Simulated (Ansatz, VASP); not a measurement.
**Two plane-wave programs on Mg2Sn**

File INCAR:

```
SYSTEM = Mg2Sn
PREC     = Accurate       ! precision mode
ENCUT    = 600            ! plane-wave cutoff, eV
EDIFF    = 1E-6           ! SCF threshold, eV
ISMEAR   = -1             ! smearing method
SIGMA    = 0.02           ! smearing width, eV
LREAL    = .FALSE.        ! projectors in reciprocal space
LASPH    = .TRUE.         ! aspherical terms in the spheres
NELM     = 120            ! most SCF steps
ALGO     = Normal         ! electronic algorithm
ISIF     = 2              ! what is computed and relaxed
LWAVE    = .FALSE.        ! write WAVECAR
LCHARG   = .FALSE.        ! write CHGCAR
GGA      = PE             ! functional
NBANDS   = 16             ! bands
GGA_COMPAT= .FALSE.
```

File KPOINTS:

```
regular mesh
0
G
  6 6 6
  0 0 0
```

File POSCAR:

```
Mg2Sn
1.0
    0.0000000000      3.4410496238      3.4410496238
    3.4410496238      0.0000000000      3.4410496238
    3.4410496238      3.4410496238      0.0000000000
Sn Mg
1 2
Direct
    0.0000000000      0.0000000000      0.0000000000
    0.2500000000      0.2500000000      0.2500000000
    0.7500000000      0.7500000000      0.7500000000
```

Input for Ansatz:

```yaml
crystal:
  lattice:
    - [0.0, 3.4410496238, 3.4410496238]
    - [3.4410496238, 0.0, 3.4410496238]
    - [3.4410496238, 3.4410496238, 0.0]
  atoms:
    - { symbol: Sn, position: [0.0, 0.0, 0.0] }
    - { symbol: Mg, position: [0.25, 0.25, 0.25] }
    - { symbol: Mg, position: [0.75, 0.75, 0.75] }
kpoints:
  mp_grid: { grid: [6, 6, 6] }
hamiltonian:
  xc: pbe
scf:
  occupations: { method: fermi_dirac, width: 0.02 }
  n_extra_bands: 4
output:
  forces: true
  stress: true
  eigenvalues: true
```

Alike in both runs: task single point; functional PBE; k mesh 6 × 6 × 6; occupations fermi-dirac, width 0.02 eV; no spin polarisation.

|  | VASP | Ansatz |
| --- | --- | --- |
| version | VASP 6.6.1 | Ansatz 0.2.0 |
| potentials or method | VASP PAW PBE potentials, release 64 (Sn_d, Mg) | plane waves, PAW |
| plane-wave cutoff (eV) | 600 | 420 |
| valence electrons in the cell | 18 | 34 |

Ansatz gave:

- pressure (GPa): -1.1

Question: What did VASP give for the same quantities?

Answer: Pressure (GPa): -1.3.

VASP's potentials hold 18 valence electrons a cell and Ansatz's 34, so a difference there can come from the potentials and not from the codes.
